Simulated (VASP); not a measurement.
# ZnO (I4/mmm) in VASP: notebook

ZnO is run at these levels: LDA; tasks: single point.

Everything below comes from runs of VASP 6.6.1. Logs are shortened: lines on timing, memory, paths and dates and some standing lists are left out, and cuts for length are marked.

**1. The cell of the first run**

Symmetry: I4/mmm, No. 139, tetragonal system. The conventional cell has a = 2.915 Å, b = 2.915 Å, c = 4.556 Å, α = 90.00°, β = 90.00°, γ = 90.00°. Zn (site symmetry 4/mmm) has 6 O at 2.06 to 2.28 Å within 2.7 Å. O (site symmetry 4/mmm) has 6 Zn at 2.06 to 2.28 Å within 2.7 Å.

**2. Single point, LDA (strain -0.050 along x and y, +0.050 along z)**

INCAR reads:

```
PREC = Accurate
ENCUT = 520
EDIFF = 1E-6
ISMEAR = 0
SIGMA = 0.05
LREAL = False
LASPH = True
NELM = 80
ALGO = Normal
ISIF = 2
LWAVE = False
LCHARG = False
GGA = CA
NBANDS = 16
```

KPOINTS reads:

```
Automatic mesh
0
Gamma
  12 12 12
```

POSCAR reads:

```
ZnO
1.0
    0.0000000000      2.0609699000      2.2779141000
    2.0609699000      0.0000000000      2.2779141000
    2.0609699000      2.0609699000      0.0000000000
Zn O
1 1
Direct
    0.0000000000      0.0000000000      0.0000000000
    0.5000000000      0.5000000000      0.5000000000
```

Potentials or basis: VASP PAW LDA potentials, release 64 (Zn, O).

Command:

```
$ cat potpaw_LDA.64/Zn/POTCAR potpaw_LDA.64/O/POTCAR > POTCAR
$ mpirun -np 1 vasp_std > vasp.out
```

OUTCAR:

```text
PREC = Accurate
   ENCUT = 520
   EDIFF = 1E-6
   ISMEAR = 0
   LREAL = False
   LASPH = True
   NELM = 80
   ISIF = 2
   GGA = CA

 ion  position               nearest neighbor table
   1  0.000  0.000  0.000-   2 2.06   2 2.06   2 2.06   2 2.06   2 2.28   2 2.28
   2  0.500  0.500  0.500-   1 2.06   1 2.06   1 2.06   1 2.06   1 2.28   1 2.28

  LATTYP: Found a body centered tetragonal cell.
 ALAT       =     2.9146515842
 C/A-ratio  =     1.5630781479

  Lattice vectors:

 A1 = (  -2.0609699000,   0.0000000000,   2.2779141000)
 A2 = (   2.0609699000,   0.0000000000,   2.2779141000)
 A3 = (   0.0000000000,   2.0609699000,  -2.2779141000)

Analysis of symmetry for initial positions (statically):
=====================================================================
 Subroutine PRICEL returns:
 Original cell was already a primitive cell.

 Routine SETGRP: Setting up the symmetry group for a
 body centered tetragonal supercell.

 Subroutine GETGRP returns: Found 16 space group operations
 (whereof 16 operations were pure point group operations)
 out of a pool of 16 trial point group operations.

The static configuration has the point symmetry D_4h.

Analysis of symmetry for dynamics (positions and initial velocities):
=====================================================================
 Subroutine PRICEL returns:
 Original cell was already a primitive cell.

 Routine SETGRP: Setting up the symmetry group for a
 body centered tetragonal supercell.

 Subroutine GETGRP returns: Found 16 space group operations
 (whereof 16 operations were pure point group operations)
 out of a pool of 16 trial point group operations.

The dynamic configuration has the point symmetry D_4h.

 Subroutine INISYM returns: Found 16 space group operations
 (whereof 16 operations are pure point group operations),
 and found     1 'primitive' translations

----------------------------------------------------------------------------------------

                                     Primitive cell

  volume of cell :      19.3513

  direct lattice vectors                    reciprocal lattice vectors
     0.000000000  2.060969900  2.277914100    -0.242604222  0.242604222  0.219499058
     2.060969900  0.000000000  2.277914100     0.242604222 -0.242604222  0.219499058
     2.060969900  2.060969900  0.000000000     0.242604222  0.242604222 -0.219499058

  length of vectors
     3.071886973  3.071886973  2.914651584     0.407300201  0.407300201  0.407300201

  position of ions in fractional coordinates (direct lattice)
     0.000000000  0.000000000  0.000000000
     0.500000000  0.500000000  0.500000000

  ion indices of the primitive-cell ions
   primitive index   ion index
                 1           1
                 2           2

----------------------------------------------------------------------------------------

 KPOINTS: Automatic mesh

Automatic generation of k-mesh.
 Grid dimensions read from file:
 generate k-points for:   12   12   12

 Generating k-lattice:

  Cartesian coordinates                     Fractional coordinates (reciprocal lattice)
    -0.020217019  0.020217019  0.018291588     0.083333333  0.000000000  0.000000000
     0.020217019 -0.020217019  0.018291588     0.000000000  0.083333333  0.000000000
     0.020217019  0.020217019 -0.018291588     0.000000000  0.000000000  0.083333333

  Length of vectors
     0.033941683  0.033941683  0.033941683

  Shift w.r.t. Gamma in fractional coordinates (k-lattice)
     0.000000000  0.000000000  0.000000000

 Subroutine IBZKPT returns following result:
 ===========================================

 Found    163 irreducible k-points:

 Following reciprocal coordinates:
            Coordinates               Weight
  0.000000  0.000000  0.000000      1.000000
  0.083333 -0.000000  0.000000      8.000000
  0.166667  0.000000  0.000000      8.000000
  0.250000  0.000000  0.000000      8.000000
  0.333333  0.000000  0.000000      8.000000
  0.416667  0.000000  0.000000      8.000000
[... 16 lines left out ...]
  0.500000  0.166667  0.000000      8.000000
 -0.416667  0.166667  0.000000      8.000000
 [... further k-points ...]
   k-points           NKPTS =    163   k-points in BZ     NKDIM =    163   number of bands    NBANDS=     16
   number of dos      NEDOS =    301   number of ions     NIONS =      2
   total plane-waves  NPLWV =  13824
   dimension x,y,z NGX =    24 NGY =   24 NGZ =   24
   dimension x,y,z NGXF=    48 NGYF=   48 NGZF=   48
   ions per type =               1   1
   NGX,Y,Z   is equivalent  to a cutoff of  12.99, 12.99, 13.69 a.u.
   NGXF,Y,Z  is equivalent  to a cutoff of  25.98, 25.98, 27.38 a.u.
 SYSTEM =  unknown system
   PREC   = accura    normal or accurate (medium, high low for compatibility)
   ISTART =      0    job   : 0-new  1-cont  2-samecut
   ICHARG =      2    charge: 1-file 2-atom 10-const
   ISPIN  =      1    spin polarized calculation?
   LNONCOLLINEAR =      F non collinear calculations
   LSORBIT =      F    spin-orbit coupling
   LASPH  =      T    aspherical Exc in radial PAW
   ENCUT  =  520.0 eV  38.22 Ry    6.18 a.u.   5.71  5.71  5.42*2*pi/ulx,y,z
   NELM   =     80;   NELMIN=  2; NELMDL= -5     # of ELM steps
   EDIFF  = 0.1E-05   stopping-criterion for ELM
   LREAL  =      F    real-space projection
   EDIFFG = 0.1E-04   stopping-criterion for IOM
   NSW    =      0    number of steps for IOM
   IBRION =     -1    ionic relax: 0-MD 1-quasi-New 2-CG
   NFREE  =      0    steps in history (QN), initial steepest desc. (CG)
   ISIF   =      2    stress and relaxation
   ISYM   =      2    0-nonsym 1-usesym 2-fastsym
   POTIM  = 0.5000    time-step for ionic-motion
   TEBEG  =    0.0;   TEEND  =   0.0 temperature during run
   PSTRESS=    0.0 pullay stress
   NELECT =      18.0000    total number of electrons
   NUPDOWN=      -1.0000    fix difference up-down
   EMIN   =  10.00;   EMAX   =-10.00  energy-range for DOS
   EFERMI =   0.00;   METHOD = LEGACY
   ISMEAR =     0;   SIGMA  =   0.05  broadening in eV -4-tet -1-fermi 0-gaus
   EFERMI_NEDOS =   21; number of points for ismear=-14 and -15
   IALGO  =     38    algorithm
   IMIX   =      4    mixing-type and parameters
     AMIX     =   0.40;   BMIX     =  1.00
     AMIX_MAG =   1.60;   BMIX_MAG =  1.00
  volume/ion in A,a.u.               =       9.68        65.29
  Fermi-wavevector in a.u.,A,eV,Ry     =   1.598069  3.019912 34.746880  2.553824
  Thomas-Fermi vector in A             =   2.695576
   LORBIT       =      0    0 simple, 1 ext, 2 COOP (PROOUT), +10 PAW based schemes
   GGA     = CA    functional components
   LHFCALC =     F    Hartree Fock is set to
   AEXX    =    0.0000 exact exchange contribution
   IVDW    =     0    specifies the selected vdW correction
   LEPSILON=     F    determine dielectric tensor
   LRPA    =     F    only Hartree local field effects (RPA)
 non-spin polarized calculation
 Gauss-broadening in eV      SIGMA  =   0.05
  energy-cutoff  :      520.00
  volume of cell :       19.35
 maximum number of plane-waves:       541
   NGX = 11   NGY = 11   NGZ = 11

 number of electron      17.9999997 magnetization

 Free energy of the ion-electron system (eV)
  ---------------------------------------------------
  ext. energy  EPLUGINS =         0.00000000
  ---------------------------------------------------
  free energy    TOTEN  =       -10.31812623 eV

  energy without entropy =      -10.31812623  energy(sigma->0) =      -10.31812623

 E-fermi :   3.1408     XC(G=0): -12.8507

 val. band max:        2.9260070813   @ k =   0.5000   0.0000   0.0000
 cond. band min:       3.6334681396   @ k =   0.0000   0.0000   0.0000
 fundamental gap:      0.7074610583
 Fermi energy:         3.1408029332

 k-point     1 :       0.0000    0.0000    0.0000
  band No.  band energies     occupation
      1     -15.9257      2.00000
      2      -2.5207      2.00000
      3      -2.3469      2.00000
      4      -2.3469      2.00000
      5      -2.3159      2.00000
      6      -2.0867      2.00000
[... 8 lines left out ...]
     15      20.9470      0.00000
     16      23.1173      0.00000

 k-point     2 :       0.0833   -0.0000    0.0000
  band No.  band energies     occupation
      1     -15.8426      2.00000
      2      -2.5461      2.00000
      3      -2.4156      2.00000
      4      -2.3428      2.00000
      5      -2.3318      2.00000
      6      -2.2048      2.00000
[... 8 lines left out ...]
     15      22.4289      0.00000
     16      22.8532      0.00000

 k-point     3 :       0.1667    0.0000    0.0000
  band No.  band energies     occupation
      1     -15.6056      2.00000
      2      -2.7562      2.00000
      3      -2.6417      2.00000
      4      -2.5621      2.00000
      5      -2.2796      2.00000
      6      -2.2442      2.00000
[... 8 lines left out ...]
     15      22.8978      0.00000
     16      22.9515      0.00000

 k-point     4 :       0.2500    0.0000    0.0000
  band No.  band energies     occupation
      1     -15.2552      2.00000
      2      -3.3642      2.00000
      3      -2.9156      2.00000
      4      -2.9104      2.00000
      5      -2.1707      2.00000
      6      -2.1658      2.00000
[... 8 lines left out ...]
     15      23.7660      0.00000
     16      23.8147      0.00000

 k-point     5 :       0.3333    0.0000    0.0000
  band No.  band energies     occupation
      1     -14.8665      2.00000
      2      -4.1832      2.00000
      3      -3.2085      2.00000
      4      -3.1581      2.00000
      5      -2.0917      2.00000
      6      -2.0399      2.00000
[... 8 lines left out ...]
     15      25.0453      0.00000
     16      25.0907      0.00000

 k-point     6 :       0.4167    0.0000    0.0000
  band No.  band energies     occupation
      1     -14.5498      2.00000
      2      -4.8330      2.00000
      3      -3.4037      2.00000
      4      -3.3226      2.00000
      5      -2.0328      2.00000
      6      -1.9436      2.00000
[... 8 lines left out ...]
     15      26.3978      0.00000
     16      26.5912      0.00000

 k-point     7 :       0.5000    0.0000    0.0000
  band No.  band energies     occupation
      1     -14.4255      2.00000
      2      -5.0776      2.00000
      3      -3.4711      2.00000
      4      -3.3805      2.00000
      5      -2.0111      2.00000
      6      -1.9076      2.00000
[... 8 lines left out ...]
     15      27.0426      0.00000
     16      27.6566      0.00000

 k-point     8 :       0.0833    0.0833    0.0000
  band No.  band energies     occupation
      1     -15.8387      2.00000
      2      -2.5438      2.00000
      3      -2.4906      2.00000
      4      -2.3353      2.00000
      5      -2.3353      2.00000
      6      -2.0777      2.00000
[... 8 lines left out ...]
     15      22.9755      0.00000
     16      24.2362      0.00000

 k-point     9 :       0.1667    0.0833    0.0000
  band No.  band energies     occupation
      1     -15.6760      2.00000
      2      -2.7243      2.00000
      3      -2.6068      2.00000
      4      -2.3642      2.00000
      5      -2.3096      2.00000
      6      -2.1436      2.00000
[... 8 lines left out ...]
     15      23.1791      0.00000
     16      24.7495      0.00000
[... 172 lines left out ...]
 k-point    19 :       0.1667    0.1667    0.0000
  band No.  band energies     occupation
      1     -15.5969      2.00000
      2      -2.9137      2.00000
      3      -2.6069      2.00000
      4      -2.2938      2.00000
      5      -2.2938      2.00000
      6      -2.0532      2.00000
[... 8 lines left out ...]
     15      25.7209      0.00000
     16      26.4392      0.00000

 k-point    20 :       0.2500    0.1667    0.0000
  band No.  band energies     occupation
      1     -15.3822      2.00000
      2      -3.1773      2.00000
      3      -2.6937      2.00000
      4      -2.3550      2.00000
      5      -2.2516      2.00000
      6      -2.0684      2.00000
[... 8 lines left out ...]
     15      25.7716      0.00000
     16      27.1463      0.00000

 k-point    21 :       0.3333    0.1667    0.0000
  band No.  band energies     occupation
      1     -15.0725      2.00000
      2      -3.5088      2.00000
      3      -2.9317      2.00000
      4      -2.6346      2.00000
      5      -2.1821      2.00000
      6      -2.0336      2.00000
[... 8 lines left out ...]
     15      25.5599      0.00000
     16      27.6286      0.00000

 k-point    22 :       0.4167    0.1667    0.0000
  band No.  band energies     occupation
      1     -14.7372      2.00000
      2      -3.9789      2.00000
      3      -3.2162      2.00000
      4      -2.9638      2.00000
      5      -2.0848      2.00000
      6      -1.9917      2.00000
[... 8 lines left out ...]
     15      25.4978      0.00000
     16      28.3852      0.00000

 k-point    23 :       0.5000    0.1667    0.0000
  band No.  band energies     occupation
      1     -14.4713      2.00000
      2      -4.4767      2.00000
      3      -3.3520      2.00000
      4      -3.2306      2.00000
      5      -1.9866      2.00000
      6      -1.9790      2.00000
[... 8 lines left out ...]
     15      25.3580      0.00000
     16      28.4654      0.00000

 k-point    24 :      -0.4167    0.1667    0.0000
  band No.  band energies     occupation
      1     -14.3703      2.00000
      2      -4.7432      2.00000
      3      -3.3892      2.00000
      4      -3.3420      2.00000
      5      -2.0041      2.00000
      6      -1.9274      2.00000
[... 8 lines left out ...]
     15      25.0594      0.00000
     16      26.8047      0.00000

 [... further k-points ...]
[... 5 lines left out ...]
  --------------------------------------------------------------------------------------
  -------------------------------------------------------------------------------------
  Total        0.0999517      0.0999517     -1.0297038      0.0000000     -0.0000000      0.0000000
  in kB        8.2754200      8.2754200    -85.2535067      0.0000000     -0.0000000      0.0000000
  external PRESSURE =     -22.9008889 kB  Pullay stress =       0.0000000 kB

 VOLUME and BASIS-vectors are now :
 -----------------------------------------------------------------------------
  energy-cutoff  :      520.00
  volume of cell :       19.35
      direct lattice vectors                 reciprocal lattice vectors
     0.000000000  2.060969900  2.277914100    -0.242604222  0.242604222  0.219499058
     2.060969900  0.000000000  2.277914100     0.242604222 -0.242604222  0.219499058
     2.060969900  2.060969900  0.000000000     0.242604222  0.242604222 -0.219499058

 POSITION                                       TOTAL-FORCE (eV/Angst)
 -----------------------------------------------------------------------------------
      0.00000      0.00000      0.00000         0.000000     -0.000000     -0.000000
      2.06097      2.06097      2.27791        -0.000000      0.000000      0.000000
 -----------------------------------------------------------------------------------
    total drift:                                0.000000     -0.000000     -0.000000

  FREE ENERGIE OF THE ION-ELECTRON SYSTEM (eV)
  ---------------------------------------------------
  free  energy   TOTEN  =       -10.3181262306 eV

  energy  without entropy=      -10.3181262306  energy(sigma->0) =      -10.31812623
```

It took 30 s on 1 thread of Intel Xeon 6455B, shared host; peak memory 0.16 GiB.

What came out:

| Item | Value |
| --- | --- |
| Free energy | -10.3181 eV |
| Pressure | -2.3 GPa |
| Band gap on the k mesh | 0.71 eV, indirect (least direct gap 2.20 eV) |

Stress tensor (GPa, compression positive):
```
 0.83  0.00  0.00
 0.00  0.83  0.00
 0.00  0.00 -8.53
```

Caveat: the cell differs from its parent crystal (strain -0.050 along x and y, +0.050 along z). A k mesh can miss the band edges.

**3. Single point, LDA (strain +0.000 along x and y, -0.050 along z)**

INCAR reads:

```
SYSTEM = ZnO
PREC = Accurate
ENCUT = 520
EDIFF = 1E-7
ISMEAR = 0
SIGMA = 0.05
LREAL = .FALSE.
LASPH = .TRUE.
NELM = 100
ALGO = Normal
ISIF = 2
LWAVE = .FALSE.
LCHARG = .FALSE.
NBANDS = 16
```

KPOINTS reads:

```
regular mesh
0
G
  12 12 12
  0 0 0
```

POSCAR reads:

```
ZnO
1.0
    0.0000000000      2.1694420000      2.0609699000
    2.1694420000      0.0000000000      2.0609699000
    2.1694420000      2.1694420000      0.0000000000
Zn O
1 1
Direct
    0.0000000000      0.0000000000      0.0000000000
    0.5000000000      0.5000000000      0.5000000000
```

Potentials or basis: VASP PAW LDA potentials, release 64 (Zn, O).

Command:

```
$ cat potpaw_LDA.64/Zn/POTCAR potpaw_LDA.64/O/POTCAR > POTCAR
$ mpirun -np 1 vasp_std > vasp.out
```

Run time: 32 s. Hardware: 1 thread of Intel Xeon 6455B, shared host; peak memory 0.16 GiB.

The run converged. Its results:

```
Free energy            : -10.3436 eV
Pressure               : -5.0 GPa
Band gap on the k mesh : 0.81 eV, indirect (least direct gap 2.27 eV)
```

Stress tensor (GPa, compression positive):
```
-6.54  0.00  0.00
 0.00 -6.54  0.00
 0.00  0.00 -1.80
```

Levels at points of the mesh, in eV from the valence-band top:
| k point | band 7 | band 8 | band 9 | band 10 | band 11 | band 12 |
| --- | --- | --- | --- | --- | --- | --- |
| (0.00, 0.00, 0.00) | -1.76 | -1.46 | -1.46 | 0.81 | 17.70 | 17.70 |
| (0.50, 0.00, 0.00) | -3.84 | -0.29 | 0.00 | 5.18 | 8.92 | 11.95 |
| (0.50, 0.50, 0.00) | -4.14 | -3.15 | -3.15 | 3.91 | 10.60 | 10.93 |
| (0.50, 0.00, 0.50) | -4.23 | -3.22 | -2.72 | 3.96 | 10.21 | 11.27 |

Caveat: the cell differs from its parent crystal (strain +0.000 along x and y, -0.050 along z).
